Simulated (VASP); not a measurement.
# AlC3 (Pm-3m) in VASP: single point with LDA

Aim: the single point of AlC3 with LDA.

Everything below comes from runs of VASP 6.6.1. Logs are shortened: lines on timing, memory, paths and dates and some standing lists are left out, and cuts for length are marked.

## Step 1: The cell of the first run

It takes space group Pm-3m (No. 221, cubic). The conventional cell has a = 3.208 Å, b = 3.208 Å, c = 3.208 Å, α = 90.00°, β = 90.00°, γ = 90.00°. Within 3.0 Å of Al (site symmetry m-3m) lie 12 C at 2.27 Å. Within 3.0 Å of C (site symmetry 4/mmm) lie 4 Al at 2.27 Å and 8 C at 2.27 Å.

## Step 2: Single point, LDA

The input, INCAR:

```
SYSTEM = AlC3
PREC = Accurate ; ENCUT = 520
EDIFF = 1E-6 ; ISMEAR = 1
SIGMA = 0.01 ; LREAL = .False.
LASPH = .True. ; NELM = 60
ALGO = Normal ; ISIF = 2
LWAVE = .False. ; LCHARG = .True.
GGA = CA ; LELF = .True.
LVHAR = .True. ; NBANDS = 16
```

The input, KPOINTS:

```
regular mesh
0
Gamma
  9 9 9
  0 0 0
```

The input, POSCAR:

```
AlC3
1.0
    3.2079290000      0.0000000000      0.0000000000
    0.0000000000      3.2079290000      0.0000000000
    0.0000000000      0.0000000000      3.2079290000
Al C
1 3
Direct
    0.0000000000      0.0000000000      0.0000000000
    0.0000000000      0.5000000000      0.5000000000
    0.5000000000      0.0000000000      0.5000000000
    0.5000000000      0.5000000000      0.0000000000
```

Potentials or basis: VASP PAW LDA potentials, release 64 (Al, C).

Launch:

```console
> cat potpaw_LDA.64/Al/POTCAR potpaw_LDA.64/C/POTCAR > POTCAR
> mpirun -np 1 vasp_std > vasp.out
```

OUTCAR:

```text
SYSTEM = AlC3
   PREC = Accurate
   ENCUT = 520
   EDIFF = 1E-6
   ISMEAR = 1
   LREAL = .False.
   LASPH = .True.
   NELM = 60
   ISIF = 2
   GGA = CA

 ion  position               nearest neighbor table
   1  0.000  0.000  0.000-   2 2.27   3 2.27   4 2.27   2 2.27   3 2.27   2 2.27   4 2.27   2 2.27
                             3 2.27   4 2.27   3 2.27   4 2.27
   2  0.000  0.500  0.500-   1 2.27   1 2.27   1 2.27   1 2.27
   3  0.500  0.000  0.500-   1 2.27   1 2.27   1 2.27   1 2.27
   4  0.500  0.500  0.000-   1 2.27   1 2.27   1 2.27   1 2.27

  LATTYP: Found a simple cubic cell.
 ALAT       =     3.2079290000

  Lattice vectors:

 A1 = (   3.2079290000,   0.0000000000,   0.0000000000)
 A2 = (   0.0000000000,   3.2079290000,   0.0000000000)
 A3 = (   0.0000000000,   0.0000000000,   3.2079290000)

Analysis of symmetry for initial positions (statically):
=====================================================================
 Subroutine PRICEL returns:
 Original cell was already a primitive cell.

 Routine SETGRP: Setting up the symmetry group for a
 simple cubic supercell.

 Subroutine GETGRP returns: Found 48 space group operations
[... 9 lines left out ...]

 Routine SETGRP: Setting up the symmetry group for a
 simple cubic supercell.

 Subroutine GETGRP returns: Found 48 space group operations
[... 11 lines left out ...]
                                     Primitive cell

  volume of cell :      33.0122

  direct lattice vectors                    reciprocal lattice vectors
     3.207929000  0.000000000  0.000000000     0.311727597  0.000000000  0.000000000
     0.000000000  3.207929000  0.000000000     0.000000000  0.311727597  0.000000000
     0.000000000  0.000000000  3.207929000     0.000000000  0.000000000  0.311727597

  length of vectors
     3.207929000  3.207929000  3.207929000     0.311727597  0.311727597  0.311727597

  position of ions in fractional coordinates (direct lattice)
     0.000000000  0.000000000  0.000000000
     0.000000000  0.500000000  0.500000000
     0.500000000  0.000000000  0.500000000
     0.500000000  0.500000000  0.000000000

  ion indices of the primitive-cell ions
   primitive index   ion index
                 1           1
                 2           2
                 3           3
                 4           4

----------------------------------------------------------------------------------------

 KPOINTS: regular mesh

Automatic generation of k-mesh.
 Grid dimensions read from file:
 generate k-points for:    9    9    9

 Generating k-lattice:

  Cartesian coordinates                     Fractional coordinates (reciprocal lattice)
     0.034636400  0.000000000  0.000000000     0.111111111  0.000000000  0.000000000
     0.000000000  0.034636400  0.000000000     0.000000000  0.111111111  0.000000000
     0.000000000  0.000000000  0.034636400     0.000000000  0.000000000  0.111111111

  Length of vectors
     0.034636400  0.034636400  0.034636400

  Shift w.r.t. Gamma in fractional coordinates (k-lattice)
     0.000000000  0.000000000  0.000000000

 Subroutine IBZKPT returns following result:
 ===========================================

 Found     35 irreducible k-points:

 Following reciprocal coordinates:
            Coordinates               Weight
  0.000000  0.000000  0.000000      1.000000
  0.111111  0.000000  0.000000      6.000000
  0.222222  0.000000  0.000000      6.000000
  0.333333  0.000000  0.000000      6.000000
  0.444444  0.000000  0.000000      6.000000
  0.111111  0.111111  0.000000     12.000000
[... 16 lines left out ...]
  0.333333  0.333333  0.111111     24.000000
  0.444444  0.333333  0.111111     48.000000
 [... further k-points ...]
   k-points           NKPTS =     35   k-points in BZ     NKDIM =     35   number of bands    NBANDS=     16
   number of dos      NEDOS =    301   number of ions     NIONS =      4
   total plane-waves  NPLWV =  13824
   dimension x,y,z NGX =    24 NGY =   24 NGZ =   24
   dimension x,y,z NGXF=    48 NGYF=   48 NGZF=   48
   ions per type =               1   3
   NGX,Y,Z   is equivalent  to a cutoff of  12.44, 12.44, 12.44 a.u.
   NGXF,Y,Z  is equivalent  to a cutoff of  24.88, 24.88, 24.88 a.u.
 SYSTEM =  AlC3
   PREC   = accura    normal or accurate (medium, high low for compatibility)
   ISTART =      0    job   : 0-new  1-cont  2-samecut
   ICHARG =      2    charge: 1-file 2-atom 10-const
   ISPIN  =      1    spin polarized calculation?
   LNONCOLLINEAR =      F non collinear calculations
   LSORBIT =      F    spin-orbit coupling
   LASPH  =      T    aspherical Exc in radial PAW
   ENCUT  =  520.0 eV  38.22 Ry    6.18 a.u.   5.96  5.96  5.96*2*pi/ulx,y,z
   NELM   =     60;   NELMIN=  2; NELMDL= -5     # of ELM steps
   EDIFF  = 0.1E-05   stopping-criterion for ELM
   LREAL  =      F    real-space projection
   EDIFFG = 0.1E-04   stopping-criterion for IOM
   NSW    =      0    number of steps for IOM
   IBRION =     -1    ionic relax: 0-MD 1-quasi-New 2-CG
   NFREE  =      0    steps in history (QN), initial steepest desc. (CG)
   ISIF   =      2    stress and relaxation
   ISYM   =      2    0-nonsym 1-usesym 2-fastsym
   POTIM  = 0.5000    time-step for ionic-motion
   TEBEG  =    0.0;   TEEND  =   0.0 temperature during run
   PSTRESS=    0.0 pullay stress
   NELECT =      15.0000    total number of electrons
   NUPDOWN=      -1.0000    fix difference up-down
   EMIN   =  10.00;   EMAX   =-10.00  energy-range for DOS
   EFERMI =   0.00;   METHOD = LEGACY
   ISMEAR =     1;   SIGMA  =   0.01  broadening in eV -4-tet -1-fermi 0-gaus
   EFERMI_NEDOS =   21; number of points for ismear=-14 and -15
   IALGO  =     38    algorithm
   IMIX   =      4    mixing-type and parameters
     AMIX     =   0.40;   BMIX     =  1.00
     AMIX_MAG =   1.60;   BMIX_MAG =  1.00
  volume/ion in A,a.u.               =       8.25        55.69
  Fermi-wavevector in a.u.,A,eV,Ry     =   1.258579  2.378370 21.551918  1.584021
  Thomas-Fermi vector in A             =   2.392182
   LORBIT       =      0    0 simple, 1 ext, 2 COOP (PROOUT), +10 PAW based schemes
   GGA     = CA    functional components
   LHFCALC =     F    Hartree Fock is set to
   AEXX    =    0.0000 exact exchange contribution
   IVDW    =     0    specifies the selected vdW correction
   LEPSILON=     F    determine dielectric tensor
   LRPA    =     F    only Hartree local field effects (RPA)
 non-spin polarized calculation
 Methfessel and Paxton  Order N= 1 SIGMA  =   0.01
  energy-cutoff  :      520.00
  volume of cell :       33.01
 maximum number of plane-waves:       905
 NGX is ok and might be reduce to    24
   NGX = 11   NGY = 11   NGZ = 11

 number of electron      15.0000000 magnetization

 Free energy of the ion-electron system (eV)
  ---------------------------------------------------
  ext. energy  EPLUGINS =         0.00000000
  ---------------------------------------------------
  free energy    TOTEN  =       -23.67790509 eV

  energy without entropy =      -23.67786772  energy(sigma->0) =      -23.67789263

 E-fermi :   9.2280     XC(G=0): -12.4325

 val. band max:        9.2201426163   @ k =   0.1111   0.1111   0.0000
 cond. band min:       9.2326122357   @ k =   0.4444   0.4444   0.3333
 fundamental gap:      0.0124696194
 Fermi energy:         9.2280102835

 k-point     1 :       0.0000    0.0000    0.0000
  band No.  band energies     occupation
      1      -8.2218      2.00000
      2       2.7435      2.00000
      3       2.7435      2.00000
      4       3.1793      2.00000
      5       3.1793      2.00000
      6       3.1793      2.00000
[... 8 lines left out ...]
     15      19.7678      0.00000
     16      21.5007      0.00000

 k-point     2 :       0.1111    0.0000    0.0000
  band No.  band energies     occupation
      1      -8.0700      2.00000
      2       0.9699      2.00000
      3       2.8449      2.00000
      4       3.3189      2.00000
      5       3.3189      2.00000
      6       4.7699      2.00000
[... 8 lines left out ...]
     15      20.3359      0.00000
     16      21.4460      0.00000

 k-point     3 :       0.2222    0.0000    0.0000
  band No.  band energies     occupation
      1      -7.6176      2.00000
      2      -0.9789      2.00000
      3       3.1343      2.00000
      4       3.7302      2.00000
      5       3.7302      2.00000
      6       6.2187      2.00000
[... 8 lines left out ...]
     15      21.0563      0.00000
     16      21.0563      0.00000

 k-point     4 :       0.3333    0.0000    0.0000
  band No.  band energies     occupation
      1      -6.8773      2.00000
      2      -2.7684      2.00000
      3       3.5492      2.00000
      4       4.3804      2.00000
      5       4.3804      2.00000
      6       7.4012      2.00000
[... 8 lines left out ...]
     15      20.5190      0.00000
     16      20.5190      0.00000

 k-point     5 :       0.4444    0.0000    0.0000
  band No.  band energies     occupation
      1      -5.9234      2.00000
      2      -4.2598      2.00000
      3       3.9124      2.00000
      4       5.1147      2.00000
      5       5.1147      2.00000
      6       7.1551      2.00000
[... 8 lines left out ...]
     15      20.1603      0.00000
     16      20.1603      0.00000

 k-point     6 :       0.1111    0.1111    0.0000
  band No.  band energies     occupation
      1      -7.9185      2.00000
      2       0.7903      2.00000
      3       1.5165      2.00000
      4       3.4582      2.00000
      5       4.1584      2.00000
      6       5.5313      2.00000
[... 8 lines left out ...]
     15      20.4842      0.00000
     16      20.8386      0.00000
[... 267 lines left out ...]
 k-point    21 :       0.3333    0.2222    0.1111
  band No.  band energies     occupation
      1      -6.1358      2.00000
      2      -2.1293      2.00000
      3       0.4222      2.00000
      4       3.3260      2.00000
      5       4.6181      2.00000
      6       6.8494      2.00000
[... 8 lines left out ...]
     15      20.3467      0.00000
     16      21.2167      0.00000

 k-point    22 :       0.4444    0.2222    0.1111
  band No.  band energies     occupation
      1      -5.1923      2.00000
      2      -3.5641      2.00000
      3       1.0565      2.00000
      4       3.4307      2.00000
      5       4.1480      2.00000
      6       5.8701      2.00000
[... 8 lines left out ...]
     15      19.5947      0.00000
     16      20.8083      0.00000

 k-point    23 :       0.3333    0.3333    0.1111
  band No.  band energies     occupation
      1      -5.4107      2.00000
      2      -1.8569      2.00000
      3      -0.8903      2.00000
      4       2.9498      2.00000
      5       3.9785      2.00000
      6       6.7936      2.00000
[... 8 lines left out ...]
     15      19.8090      0.00000
     16      21.7104      0.00000

 k-point    24 :       0.4444    0.3333    0.1111
  band No.  band energies     occupation
      1      -4.4742      2.00000
      2      -2.9300      2.00000
      3      -0.5573      2.00000
      4       1.7743      2.00000
      5       4.6892      2.00000
      6       6.1707      2.00000
[... 8 lines left out ...]
     15      20.1557      0.00000
     16      21.4391      0.00000

 [... further k-points ...]

------------------------ aborting loop because EDIFF is reached ----------------------------------------

  FORCE on cell =-STRESS in cart. coord.  units (eV):
  Direction    XX          YY          ZZ          XY          YZ          ZX
  --------------------------------------------------------------------------------------
  -------------------------------------------------------------------------------------
  Total       -1.8680806     -1.8680806     -1.8680806     -0.0000000     -0.0000000      0.0000000
  in kB      -90.6633888    -90.6633888    -90.6633888     -0.0000000     -0.0000000      0.0000000
  external PRESSURE =     -90.6633888 kB  Pullay stress =       0.0000000 kB

 VOLUME and BASIS-vectors are now :
 -----------------------------------------------------------------------------
  energy-cutoff  :      520.00
  volume of cell :       33.01
      direct lattice vectors                 reciprocal lattice vectors
     3.207929000  0.000000000  0.000000000     0.311727597  0.000000000  0.000000000
     0.000000000  3.207929000  0.000000000     0.000000000  0.311727597  0.000000000
     0.000000000  0.000000000  3.207929000     0.000000000  0.000000000  0.311727597

 POSITION                                       TOTAL-FORCE (eV/Angst)
 -----------------------------------------------------------------------------------
      0.00000      0.00000      0.00000         0.000000      0.000000      0.000000
      0.00000      1.60396      1.60396         0.000000      0.000000      0.000000
      1.60396      0.00000      1.60396         0.000000      0.000000      0.000000
      1.60396      1.60396      0.00000         0.000000      0.000000      0.000000
 -----------------------------------------------------------------------------------
    total drift:                                0.000000     -0.000000     -0.000000

  FREE ENERGIE OF THE ION-ELECTRON SYSTEM (eV)
  ---------------------------------------------------
  free  energy   TOTEN  =       -23.6779050886 eV

  energy  without entropy=      -23.6778677227  energy(sigma->0) =      -23.67789263
```

It took 12 s on 1 thread of Intel Xeon 8259CL, shared host; peak memory 0.13 GiB.

Results:

```
Free energy : -23.6779 eV
Pressure    : -9.1 GPa
```
